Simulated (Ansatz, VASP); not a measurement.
**One calculation of Mg2TiSb2, two programs**

The input INCAR:

```
PREC = Accurate
ENCUT = 520
EDIFF = 1E-7
ISMEAR = 0
SIGMA = 0.1
LREAL = F
LASPH = T
NELM = 60
ALGO = Normal
ISIF = 2
LWAVE = F
LCHARG = F
GGA = PE
NBANDS = 21
```

File KPOINTS:

```
Automatic mesh
0
Gamma
  6 6 6
```

POSCAR

```
Mg2TiSb2
1.0
   -2.1574828332      2.1574828332      5.6607222850
    2.1574828332     -2.1574828332      5.6607222850
    2.1574828332      2.1574828332     -5.6607222850
Mg Ti Sb
2 1 2
Direct
    0.6260000000      0.6260000000      0.0000000000
    0.3740000000      0.3740000000      0.0000000000
    0.0000000000      0.0000000000      0.0000000000
    0.2500000000      0.7500000000      0.5000000000
    0.7500000000      0.2500000000      0.5000000000
```

Input for Ansatz:

```yaml
crystal:
  lattice:
    - [-2.1574828332, 2.1574828332, 5.660722285]
    - [2.1574828332, -2.1574828332, 5.660722285]
    - [2.1574828332, 2.1574828332, -5.660722285]
  atoms:
    - { symbol: Mg, position: [0.626, 0.626, 0.0] }
    - { symbol: Mg, position: [0.374, 0.374, 0.0] }
    - { symbol: Ti, position: [0.0, 0.0, 0.0] }
    - { symbol: Sb, position: [0.25, 0.75, 0.5] }
    - { symbol: Sb, position: [0.75, 0.25, 0.5] }
basis:
  ecutwfc: 420
kpoints:
  mp_grid: { grid: [6, 6, 6] }
hamiltonian:
  xc: pbe
scf:
  occupations: { method: gaussian, width: 0.1 }
  lower_state_search: "off"
output:
  forces: true
  stress: true
  eigenvalues: true
```

Alike in both runs: task single point; functional PBE; k mesh 6 × 6 × 6; occupations gaussian, width 0.1 eV; no spin polarisation.

|  | VASP | Ansatz |
| --- | --- | --- |
| version | VASP 6.6.1 | Ansatz 0.2.0 |
| potentials or method | VASP PAW PBE potentials, release 64 (Mg, Ti_sv, Sb), cutoff 520 eV | scalar-relativistic, plane waves, PAW |
| valence electrons in the cell | 26 | 62 |

Ansatz gave:

- gap on the k mesh at the Fermi level (eV): none
- pressure (GPa): 19.9
- traceless stress, the component that is largest in VASP (GPa): -7.54
- rms of the force components (eV/Å): 1.455

Question: Which values does VASP return?

Answer: gap on the k mesh at the Fermi level (eV): none; pressure (GPa): 20.3; traceless stress, the component that is largest in VASP (GPa): -7.63; rms of the force components (eV/Å): 1.477.

Atom by atom the forces differ by 0.021 eV/Å (rms over components). A gap of «none» marks a metal or a gap that the smearing closes. VASP's potentials hold 26 valence electrons a cell and Ansatz's 62, so a difference there can come from the potentials and not from the codes.

Neither program's run includes spin-orbit coupling.
